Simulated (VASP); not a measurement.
Cu:

```
Cu
1.0
     2.56704    0.00000    0.00000
    -1.28352    2.22312    0.00000
     0.00000    0.00000    8.38656
Cu
4
Cartesian
  0.0000 0.0000 0.0000
  0.0000 1.4821 2.0966
  0.0000 0.0000 4.1933
  1.2835 0.7410 6.2899
```

This isn't the form of Cu at room conditions, which is fcc.

| Property | Result |
| --- | --- |
| Program | VASP 6.6.1 |
| Task | relaxation of cell and atoms |
| Functional | LDA |
| Potentials or basis | VASP PAW LDA potentials, release 64 (Cu) |
| Cutoff | 600 eV |
| k mesh | 18 × 18 × 6 |
| Occupations | gaussian, width 0.1 eV |
| Spin | no spin polarisation |

At the start: pressure -13.3 GPa; volume 11.97 Å³/atom.

Question: How do energy, volume and symmetry change on relaxing?

Answer: Over 8 steps the energy falls by 45.7 meV/atom and the volume is 10.94 Å³/atom (-8.6 %); space group P6_3/mmc (No. 194, to 0.1 Å) before and after.

The path:
```tsv
step	energy change (eV)	largest force (eV/Å)	pressure (GPa)	volume (Å³)
1	0.0000	0.0000	-13.34	47.86
2	-0.0915	0.0000	12.17	41.29
3	-0.1826	0.0000	-0.32	43.83
4	-0.1826	0.0000	0.04	43.75
5	-0.1826	0.0000	-0.09	43.76
6	-0.1826	0.0000	0.16	43.75
7	-0.1826	0.0000	-0.07	43.76
8	-0.1826	0.0000	0.03	43.76
```

Final structure:
```
CELL_PARAMETERS angstrom
2.49138 0.00000 0.00000
-1.24569 2.15760 0.00000
0.00000 0.00000 8.14010
ATOMIC_POSITIONS crystal
Cu 0.00000 0.00000 0.00000
Cu 0.33333 0.66667 0.25000
Cu 0.00000 0.00000 0.50000
Cu 0.66667 0.33333 0.75000
```
